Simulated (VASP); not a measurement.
The system is Hf3Si2F.

```xyz
6
Lattice="4.5036 0.0000 0.0000 -2.2518 3.9003 0.0000 0.0000 0.0000 5.8942" Properties=species:S:1:pos:R:3 pbc="T T T"
Hf    2.2518    1.3001    2.9471
Hf    0.0000    0.0000    0.0000
Hf    0.0000    0.0000    2.9471
Si    0.0000    2.6002    1.6736
Si    0.0000    2.6002    4.2206
F     2.2518    1.3001    0.0000
```

The cell was generated, and may not be a known phase.

```yaml
Program: VASP 6.6.1
Task: relaxation of cell and atoms
Functional: PBE
Potentials_or_basis: VASP PAW PBE potentials, release 64 (Hf_pv, Si, F)
Cutoff: 600 eV
k_mesh: 6 × 6 × 4
Occupations: gaussian, width 0.1 eV
Spin: no spin polarisation
```

At the start: pressure -0.0 GPa; volume 17.26 Å³/atom.

Where does the relaxation end?

Over 6 steps the energy falls by 3.7 meV/atom and the volume is 17.19 Å³/atom (-0.4 %); space group P-6m2 (No. 187, to 0.1 Å) before and after.

Step by step:
```csv
step,energy change (eV),largest force (eV/Å),pressure (GPa),volume (Å³)
1,0.0000,0.0492,-0.02,103.53
2,-0.0158,0.0658,-0.13,103.50
3,-0.0206,0.1034,-0.19,103.45
4,-0.0217,0.0666,0.11,103.08
5,-0.0218,0.0499,0.26,102.91
6,-0.0222,0.0194,-0.12,103.16
```

Final structure:
```cif
data_structure
_symmetry_space_group_name_H-M 'P 1'
_symmetry_Int_Tables_number 1
_cell_length_a 4.5461
_cell_length_b 4.5461
_cell_length_c 5.7638
_cell_angle_alpha 90.000
_cell_angle_beta 90.000
_cell_angle_gamma 120.000
_cell_volume 103.16
loop_
_atom_site_label
_atom_site_type_symbol
_atom_site_fract_x
_atom_site_fract_y
_atom_site_fract_z
_atom_site_occupancy
Hf1 Hf 0.66667 0.33333 0.50000 1
Hf2 Hf 0.00000 0.00000 0.00000 1
Hf3 Hf 0.00000 0.00000 0.50000 1
Si1 Si 0.33333 0.66667 0.28044 1
Si2 Si 0.33333 0.66667 0.71956 1
F1 F 0.66667 0.33333 0.00000 1
```

Caveat: an odd number of electrons without spin polarisation forces a metal; a magnetic or distorted state may lie lower.
